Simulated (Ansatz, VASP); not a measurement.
**BiO5: VASP beside Ansatz**

```
Bi O
1.0
     4.92394    0.00000    0.00000
     0.00000    4.92394    0.00000
     0.00000    0.00000    3.55742
Bi O
1 5
Direct
  0.50000 0.50000 0.74512
  0.36354 0.00000 0.74436
  0.63646 0.00000 0.74436
  0.00000 0.36354 0.74436
  0.00000 0.63646 0.74436
  0.00000 0.00000 0.24267
```

Alike in both runs: functional PBE; k mesh 4 × 4 × 4; occupations gaussian, width 0.2 eV; no spin polarisation.

Ansatz relaxed the structure, and its values are those at the end. VASP's run is a single point on that final structure, the one shown.

```csv
,VASP,Ansatz
version,VASP 6.6.1,Ansatz 0.2.0
potentials or method,"VASP PAW PBE potentials, release 64 (Bi_d, O), cutoff 600 eV","scalar-relativistic, plane waves, PAW"
valence electrons in the cell,45,45
```

VASP gave:

```
gap on the k mesh at the Fermi level (eV) : none
pressure (GPa)                            : 0.5
rms of the force components (eV/Å)        : 0.211
```

Question: Estimate Ansatz's values.

Answer: gap on the k mesh at the Fermi level (eV): none; pressure (GPa): 0.0; rms of the force components (eV/Å): 0.005.

A gap of «none» marks a metal or a gap that the smearing closes. One of these differences is far larger than is usual between the two programs; its cause wasn't traced.

The k mesh is coarse, so the values compare programs but aren't converged. Spin-orbit coupling is off throughout.
